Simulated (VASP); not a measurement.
# PbS (CsCl type) (Pm-3m) in VASP: further runs

The runs below take PbS (CsCl type) through single point, relaxation of cell and atoms, with PBE.

All numbers are computed with VASP 6.6.1; they aren't measurements. Logs are shortened: lines on timing, memory, paths and dates and some standing lists are left out, and cuts for length are marked.

## 1. The cell of the first run

It takes space group Pm-3m (No. 221, cubic). The conventional cell has a = 3.653 Å, b = 3.653 Å, c = 3.653 Å, α = 90.00°, β = 90.00°, γ = 90.00°. Within 4.2 Å of Pb (site symmetry m-3m) lie 8 S at 3.16 Å and 6 Pb at 3.65 Å. S (site symmetry m-3m) has 8 Pb at 3.16 Å and 6 S at 3.65 Å within 4.2 Å.

## 2. Single point, PBE

File INCAR:

```
SYSTEM = PbS
ALGO = Normal
EDIFF = 1E-6
ENCUT = 520
GGA = PE
ISIF = 2
ISMEAR = -1
LASPH = .TRUE.
LCHARG = .TRUE.
LELF = .TRUE.
LREAL = .FALSE.
LVHAR = .TRUE.
LWAVE = .FALSE.
NBANDS = 17
NELM = 60
PREC = Accurate
SIGMA = 0.08
```

File KPOINTS:

```
k-points
0
G
  11 11 11
  0 0 0
```

File POSCAR:

```
PbS
1.0
    3.6526978290      0.0000000000      0.0000000000
    0.0000000000      3.6526978290      0.0000000000
    0.0000000000      0.0000000000      3.6526978290
Pb S
1 1
Direct
    0.0000000000      0.0000000000      0.0000000000
    0.5000000000      0.5000000000      0.5000000000
```

Potentials or basis: VASP PAW PBE potentials, release 64 (Pb_d, S).

Command:

```sh
> cat potpaw_PBE.64/Pb_d/POTCAR potpaw_PBE.64/S/POTCAR > POTCAR
> mpirun -np 1 vasp_std > vasp.out
```

OUTCAR:

```text
SYSTEM = PbS
   EDIFF = 1E-6
   ENCUT = 520
   GGA = PE
   ISIF = 2
   ISMEAR = -1
   LASPH = .TRUE.
   LREAL = .FALSE.
   NELM = 60
   PREC = Accurate

 ion  position               nearest neighbor table
   1  0.000  0.000  0.000-   2 3.16   2 3.16   2 3.16   2 3.16   2 3.16   2 3.16   2 3.16   2 3.16

   2  0.500  0.500  0.500-   1 3.16   1 3.16   1 3.16   1 3.16   1 3.16   1 3.16   1 3.16   1 3.16

  LATTYP: Found a simple cubic cell.
 ALAT       =     3.6526978290

  Lattice vectors:

 A1 = (   3.6526978290,   0.0000000000,   0.0000000000)
 A2 = (   0.0000000000,   3.6526978290,   0.0000000000)
 A3 = (   0.0000000000,   0.0000000000,   3.6526978290)

Analysis of symmetry for initial positions (statically):
=====================================================================
 Subroutine PRICEL returns:
 Original cell was already a primitive cell.

 Routine SETGRP: Setting up the symmetry group for a
 simple cubic supercell.

 Subroutine GETGRP returns: Found 48 space group operations
 (whereof 48 operations were pure point group operations)
 out of a pool of 48 trial point group operations.

The static configuration has the point symmetry O_h .

Analysis of symmetry for dynamics (positions and initial velocities):
=====================================================================
 Subroutine PRICEL returns:
 Original cell was already a primitive cell.

 Routine SETGRP: Setting up the symmetry group for a
 simple cubic supercell.

 Subroutine GETGRP returns: Found 48 space group operations
 (whereof 48 operations were pure point group operations)
 out of a pool of 48 trial point group operations.

The dynamic configuration has the point symmetry O_h .

 Subroutine INISYM returns: Found 48 space group operations
 (whereof 48 operations are pure point group operations),
 and found     1 'primitive' translations

----------------------------------------------------------------------------------------

                                     Primitive cell

  volume of cell :      48.7350

  direct lattice vectors                    reciprocal lattice vectors
     3.652697829  0.000000000  0.000000000     0.273770251  0.000000000  0.000000000
     0.000000000  3.652697829  0.000000000     0.000000000  0.273770251  0.000000000
     0.000000000  0.000000000  3.652697829     0.000000000  0.000000000  0.273770251

[... 74 lines left out ...]
   PREC   = accura    normal or accurate (medium, high low for compatibility)
   ISTART =      0    job   : 0-new  1-cont  2-samecut
   ICHARG =      2    charge: 1-file 2-atom 10-const
   ISPIN  =      1    spin polarized calculation?
   LNONCOLLINEAR =      F non collinear calculations
   LSORBIT =      F    spin-orbit coupling
   LASPH  =      T    aspherical Exc in radial PAW
   ENCUT  =  520.0 eV  38.22 Ry    6.18 a.u.   6.79  6.79  6.79*2*pi/ulx,y,z
   NELM   =     60;   NELMIN=  2; NELMDL= -5     # of ELM steps
   EDIFF  = 0.1E-05   stopping-criterion for ELM
   LREAL  =      F    real-space projection
   EDIFFG = 0.1E-04   stopping-criterion for IOM
   NSW    =      0    number of steps for IOM
   IBRION =     -1    ionic relax: 0-MD 1-quasi-New 2-CG
   NFREE  =      0    steps in history (QN), initial steepest desc. (CG)
   ISIF   =      2    stress and relaxation
   ISYM   =      2    0-nonsym 1-usesym 2-fastsym
   POTIM  = 0.5000    time-step for ionic-motion
   TEBEG  =    0.0;   TEEND  =   0.0 temperature during run
   PSTRESS=    0.0 pullay stress
   NELECT =      20.0000    total number of electrons
   NUPDOWN=      -1.0000    fix difference up-down
   EMIN   =  10.00;   EMAX   =-10.00  energy-range for DOS
   EFERMI =   0.00;   METHOD = LEGACY
   ISMEAR =    -1;   SIGMA  =   0.08  broadening in eV -4-tet -1-fermi 0-gaus
   EFERMI_NEDOS =   21; number of points for ismear=-14 and -15
   IALGO  =     38    algorithm
   IMIX   =      4    mixing-type and parameters
     AMIX     =   0.40;   BMIX     =  1.00
     AMIX_MAG =   1.60;   BMIX_MAG =  1.00
  volume/ion in A,a.u.               =      24.37       164.44
  Fermi-wavevector in a.u.,A,eV,Ry     =   1.216572  2.298987 20.137262  1.480047
  Thomas-Fermi vector in A             =   2.351921
   LORBIT       =      0    0 simple, 1 ext, 2 COOP (PROOUT), +10 PAW based schemes
   GGA     = PE    functional components
   LHFCALC =     F    Hartree Fock is set to
   AEXX    =    0.0000 exact exchange contribution
   IVDW    =     0    specifies the selected vdW correction
   LEPSILON=     F    determine dielectric tensor
   LRPA    =     F    only Hartree local field effects (RPA)
 non-spin polarized calculation
  energy-cutoff  :      520.00
  volume of cell :       48.74
 maximum number of plane-waves:      1357
 NGX is ok and might be reduce to    28
   NGX = 13   NGY = 13   NGZ = 13

 number of electron      19.9999995 magnetization

 Free energy of the ion-electron system (eV)
  ---------------------------------------------------
  ext. energy  EPLUGINS =         0.00000000
  ---------------------------------------------------
  free energy    TOTEN  =        -8.26320856 eV

  energy without entropy =       -8.25186348  energy(sigma->0) =       -8.25753602

 E-fermi :   6.1114     XC(G=0): -10.1747

 val. band max:        6.0071496471   @ k =   0.1818   0.1818   0.0909
 cond. band min:       6.1167101455   @ k =   0.1818   0.1818   0.1818
 fundamental gap:      0.1095604984
 Fermi energy:         6.1114352262

 k-point     1 :       0.0000    0.0000    0.0000
  band No.  band energies     occupation
      1     -10.7880      2.00000
      2     -10.7880      2.00000
      3     -10.5769      2.00000
      4     -10.5769      2.00000
      5     -10.5769      2.00000
      6      -7.0188      2.00000
[... 457 lines left out ...]
      4     -10.6146      2.00000
      5     -10.5826      2.00000
      6      -6.2970      2.00000
[... 9 lines left out ...]
     16      17.1237      0.00000
     17      17.6072      0.00000

 [... further k-points ...]
[... 5 lines left out ...]
  --------------------------------------------------------------------------------------
  -------------------------------------------------------------------------------------
  Total       -0.0197369     -0.0197369     -0.0197369      0.0000000      0.0000000      0.0000000
  in kB       -0.6488564     -0.6488564     -0.6488564      0.0000000      0.0000000      0.0000000
  external PRESSURE =      -0.6488564 kB  Pullay stress =       0.0000000 kB

 VOLUME and BASIS-vectors are now :
 -----------------------------------------------------------------------------
  energy-cutoff  :      520.00
  volume of cell :       48.74
      direct lattice vectors                 reciprocal lattice vectors
     3.652697829  0.000000000  0.000000000     0.273770251  0.000000000  0.000000000
     0.000000000  3.652697829  0.000000000     0.000000000  0.273770251  0.000000000
     0.000000000  0.000000000  3.652697829     0.000000000  0.000000000  0.273770251

 POSITION                                       TOTAL-FORCE (eV/Angst)
 -----------------------------------------------------------------------------------
      0.00000      0.00000      0.00000         0.000000      0.000000      0.000000
      1.82635      1.82635      1.82635         0.000000      0.000000      0.000000
 -----------------------------------------------------------------------------------
    total drift:                               -0.000000      0.000000      0.000000

  FREE ENERGIE OF THE ION-ELECTRON SYSTEM (eV)
  ---------------------------------------------------
  free  energy   TOTEN  =        -8.2632085590 eV

  energy  without entropy=       -8.2518634776  energy(sigma->0) =       -8.25753602
```

OSZICAR:

```text
N       E                     dE             d eps       ncg     rms          rms(c)
DAV:   1     0.159612246020E+03    0.15961E+03   -0.97078E+03  1904   0.126E+03
DAV:   2     0.322837591878E+01   -0.15638E+03   -0.15082E+03  2004   0.321E+02
DAV:   3    -0.864629108589E+01   -0.11875E+02   -0.11680E+02  2519   0.930E+01
DAV:   4    -0.892253276622E+01   -0.27624E+00   -0.27601E+00  2374   0.151E+01
DAV:   5    -0.893250623297E+01   -0.99735E-02   -0.99727E-02  2848   0.280E+00    0.433E+00
DAV:   6    -0.827137492949E+01    0.66113E+00   -0.17424E+00  2957   0.915E+00    0.313E+00
DAV:   7    -0.826652443333E+01    0.48505E-02   -0.14703E-01  2134   0.193E+00    0.187E+00
DAV:   8    -0.826448483100E+01    0.20396E-02   -0.23822E-02  2298   0.140E+00    0.354E-01
DAV:   9    -0.826316379657E+01    0.13210E-02   -0.77396E-03  2861   0.594E-01    0.117E-01
DAV:  10    -0.826323442909E+01   -0.70633E-04   -0.69292E-04  2517   0.165E-01    0.124E-01
DAV:  11    -0.826320952162E+01    0.24907E-04   -0.13834E-04  2592   0.839E-02    0.759E-03
DAV:  12    -0.826320855898E+01    0.96264E-06   -0.97360E-06  2532   0.272E-02
   1 F= -.82632086E+01 E0= -.82575360E+01  d E =-.113451E-01
```

Run time: 16 s. Hardware: 1 thread of Intel Xeon 6975P-C (Granite Rapids), shared host; peak memory 0.18 GiB.

What came out:

- Free energy: -8.2632 eV
- Pressure: -0.1 GPa
- Band gap on the k mesh: zero (band 10 reaches 6.12 eV, above the bottom of band 11 at 5.85 eV)

Caveat: spin-orbit coupling is left out, which moves the levels of the heavy elements.

## 3. Single point, PBE

File INCAR:

```
PREC = Accurate
ENCUT = 520
EDIFF = 1E-7
ISMEAR = -1
SIGMA = 0.08
LREAL = F
LASPH = T
NELM = 60
ALGO = Normal
ISIF = 2
LWAVE = F
LCHARG = F
GGA = PE
NBANDS = 17
```

File KPOINTS:

```
Automatic mesh
0
Gamma
  11 11 11
```

POSCAR is that of step 2.

Potentials or basis: VASP PAW PBE potentials, release 64 (Pb_d, S).

Command:

```sh
> cat potpaw_PBE.64/Pb_d/POTCAR potpaw_PBE.64/S/POTCAR > POTCAR
> mpirun -np 1 vasp_std > vasp.out
```

It took 19 s on 1 thread of Intel Xeon 6975P-C (Granite Rapids), shared host; peak memory 0.18 GiB.

Results (log left out):

* Free energy: -8.2632 eV
* Pressure: -0.1 GPa
* Band gap on the k mesh: zero (band 10 reaches 6.12 eV, above the bottom of band 11 at 5.85 eV)

Levels at points of the mesh, in eV from the Fermi level:
| k point | band 7 | band 8 | band 9 | band 10 | band 11 | band 12 | band 13 | band 14 |
| --- | --- | --- | --- | --- | --- | --- | --- | --- |
| (0.00, 0.00, 0.00) | -6.72 | -1.59 | -1.59 | -1.59 | 5.50 | 5.50 | 6.53 | 6.53 |

Caveat: spin-orbit coupling is left out, which moves the levels of the heavy elements.

## 4. Relaxation of cell and atoms, PBE

This run uses another cell than the first one, of 18.31 Å³/atom, 0.752 times its volume.

File INCAR:

```
SYSTEM = PbS
ALGO = Normal
EDIFF = 1E-6
EDIFFG = -0.005
ENCUT = 600
GGA = PE
IBRION = 2
ISIF = 3
ISMEAR = -1
LASPH = .True.
LCHARG = .False.
LREAL = .False.
LWAVE = .False.
NELM = 60
NSW = 100
PREC = Accurate
SIGMA = 0.08
```

File KPOINTS:

```
k-points
0
Gamma
  11 11 11
  0 0 0
```

File POSCAR:

```
PbS
1.0
    3.3209475967      0.0000000000      0.0000000000
    0.0000000000      3.3209475967      0.0000000000
    0.0000000000      0.0000000000      3.3209475967
Pb S
1 1
Direct
    0.0000000000      0.0000000000      0.0000000000
    0.5000000000      0.5000000000      0.5000000000
```

Potentials or basis: VASP PAW PBE potentials, release 64 (Pb_d, S).

Command:

```sh
> cat potpaw_PBE.64/Pb_d/POTCAR potpaw_PBE.64/S/POTCAR > POTCAR
> mpirun -np 1 vasp_std > vasp.out
```

OUTCAR:

```text
SYSTEM = PbS
   EDIFF = 1E-6
   EDIFFG = -0.005
   ENCUT = 600
   GGA = PE
   IBRION = 2
   ISIF = 3
   ISMEAR = -1
   LASPH = .True.
   LREAL = .False.
   NELM = 60
   NSW = 100
   PREC = Accurate

 ion  position               nearest neighbor table
   1  0.000  0.000  0.000-   2 2.88   2 2.88   2 2.88   2 2.88   2 2.88   2 2.88   2 2.88   2 2.88

   2  0.500  0.500  0.500-   1 2.88   1 2.88   1 2.88   1 2.88   1 2.88   1 2.88   1 2.88   1 2.88

  LATTYP: Found a simple cubic cell.
 ALAT       =     3.3209475967

  Lattice vectors:

 A1 = (   3.3209475967,   0.0000000000,   0.0000000000)
 A2 = (   0.0000000000,   3.3209475967,   0.0000000000)
 A3 = (   0.0000000000,   0.0000000000,   3.3209475967)

Analysis of symmetry for initial positions (statically):
=====================================================================
[... 164 lines left out ...]

 number of electron      19.9999999 magnetization

 Free energy of the ion-electron system (eV)
  ---------------------------------------------------
  ext. energy  EPLUGINS =         0.00000000
  ---------------------------------------------------
  free energy    TOTEN  =        -7.41856406 eV

  energy without entropy =       -7.40044954  energy(sigma->0) =       -7.40950680

 E-fermi :  10.1047     XC(G=0): -11.6251

 val. band max:       10.0824229128   @ k =   0.4545   0.0909   0.0000
 cond. band min:      10.1246887741   @ k =   0.1818   0.1818   0.0909
 fundamental gap:      0.0422658613
 Fermi energy:        10.1046551887
[... 968 lines left out ...]
--------------------------------------- Ionic step        5  -------------------------------------------

 number of electron      19.9999995 magnetization

 Free energy of the ion-electron system (eV)
  ---------------------------------------------------
  ext. energy  EPLUGINS =         0.00000000
  ---------------------------------------------------
  free energy    TOTEN  =        -8.25862861 eV

  energy without entropy =       -8.24722830  energy(sigma->0) =       -8.25292845

 E-fermi :   6.1253     XC(G=0): -10.1805

 val. band max:        6.0216248077   @ k =   0.1818   0.1818   0.0909
 cond. band min:       6.1317937472   @ k =   0.1818   0.1818   0.1818
 fundamental gap:      0.1101689394
 Fermi energy:         6.1252803827
[... 437 lines left out ...]
  FREE ENERGIE OF THE ION-ELECTRON SYSTEM (eV)
  ---------------------------------------------------
  free  energy   TOTEN  =        -8.2586286079 eV

  energy  without entropy=       -8.2472282978  energy(sigma->0) =       -8.25292845

 reached required accuracy - stopping structural energy minimisation
```

CONTCAR:

```text
PbS
   1.00000000000000
     3.6512192609574305    0.0000000000000000    0.0000000000000000
     0.0000000000000000    3.6512192609574305    0.0000000000000000
    -0.0000000000000000   -0.0000000000000000    3.6512192609574305
  Pb              S
     1     1
Direct
     1.0000000000000000    0.0000000000000000    1.0000000000000000
     0.5000000000000000    0.5000000000000000    0.5000000000000000

  0.00000000E+00  0.00000000E+00  0.00000000E+00
  0.00000000E+00  0.00000000E+00  0.00000000E+00
```

Run time: 48 s. Hardware: 1 thread of Intel Xeon 6975P-C (Granite Rapids), shared host; peak memory 0.18 GiB.

Results:

```
Free energy                            : -8.2586 eV
Relaxed volume                         : 24.34 Å³/atom
Relaxed cell                           : a = 3.651 Å, b = 3.651 Å, c = 3.651 Å, α = 90.00°, β = 90.00°, γ = 90.00°
Space group after relaxing (to 0.05 Å) : Pm-3m (No. 221)
Energy gained by relaxing              : 420.0 meV/atom
Ionic steps                            : 5
Pressure after relaxing                : 0.0 GPa
Band gap on the k mesh                 : zero (band 10 reaches 6.13 eV, above the bottom of band 11 at 5.86 eV)
```

Step by step:
| step | energy change (eV) | largest force (eV/Å) | pressure (GPa) | volume (Å³) |
| --- | --- | --- | --- | --- |
| 1 | 0.0000 | 0.0000 | 28.96 | 36.63 |
| 2 | -0.6475 | 0.0000 | -6.33 | 57.12 |
| 3 | -0.8399 | 0.0000 | 0.27 | 48.46 |
| 4 | -0.8400 | 0.0000 | -0.07 | 48.75 |
| 5 | -0.8401 | 0.0000 | 0.00 | 48.68 |

Final structure:
```xyz
2
Lattice="3.6512 0.0000 0.0000 0.0000 3.6512 0.0000 0.0000 0.0000 3.6512" Properties=species:S:1:pos:R:3 pbc="T T T"
Pb    3.6512    0.0000    3.6512
S     1.8256    1.8256    1.8256
```

Levels at points of the mesh, in eV from the Fermi level:
```csv
k point,band 8,band 9,band 10,band 11,band 12,band 13
"(0.00, 0.00, 0.00)",-1.59,-1.59,-1.59,5.50,5.50,6.54
```

Caveat: the volume moved by over 15 % at a fixed basis, so the end points are rough; spin-orbit coupling is left out, which moves the levels of the heavy elements.
